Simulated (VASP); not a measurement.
Write the native input for VASP 6.6.1 that does the following.

| Quantity | Value |
| --- | --- |
| Task | single point |
| Functional | PBE |
| Potentials or basis | VASP PAW PBE potentials, release 64 (Cd, S) |
| Cutoff | 520 eV |
| k mesh | 6 × 6 × 2 |
| Occupations | gaussian, width 0.01 eV |
| Spin | no spin polarisation |
| Dipole correction | no |
| Further INCAR settings | ALGO = Normal; EDIFF = 1e-06; NBANDS = 26 |

The structure of CdS lies in POSCAR:

```
CdS
1.0
    4.1646012827      0.0000000000      0.0000000000
   -2.0823006414      3.6066505075      0.0000000000
    0.0000000000      0.0000000000      7.0366509096
Cd S
2 2
Direct
    0.3333333333      0.6666666667      0.0028842778
    0.6666666667      0.3333333333      0.5028842778
    0.3333333333      0.6666666667      0.3721157222
    0.6666666667      0.3333333333      0.8721157222
```

This cell differs from its parent crystal: uniaxial z strain +4.0%.

These files were run (other wordings do the same):

INCAR

```
PREC     = Accurate       # precision mode
ENCUT    = 520            # plane-wave cutoff, eV
EDIFF    = 1E-6           # SCF threshold, eV
ISMEAR   = 0              # smearing method
SIGMA    = 0.01           # smearing width, eV
LREAL    = False          # projectors in reciprocal space
LASPH    = True           # aspherical terms in the spheres
NELM     = 60             # most SCF steps
ALGO     = Normal         # electronic algorithm
ISIF     = 2              # what is computed and relaxed
LWAVE    = False          # write WAVECAR
LCHARG   = False          # write CHGCAR
GGA      = PE             # functional
NBANDS   = 26             # bands
```

KPOINTS

```
Automatic mesh
0
Gamma
  6 6 2
```

Potentials or basis: VASP PAW PBE potentials, release 64 (Cd, S).

Launch:

```bash
$ cat potpaw_PBE.64/Cd/POTCAR potpaw_PBE.64/S/POTCAR > POTCAR
$ mpirun -np 1 vasp_std > vasp.out
```

It gave:

```json
{
 "Pressure": "-0.5 GPa",
 "Largest force": "0.006 eV/Å",
 "Band gap on the k mesh": "1.00 eV"
}
```

Caveat: the k points lie up to 0.45 Å⁻¹ apart; the cell differs from its parent crystal (uniaxial z strain +4.0%).

Wall time 21 s on 1 thread of Intel(R) Xeon(R) 6975P-C (Granite Rapids) (shared host), peak memory 0.23 GiB.
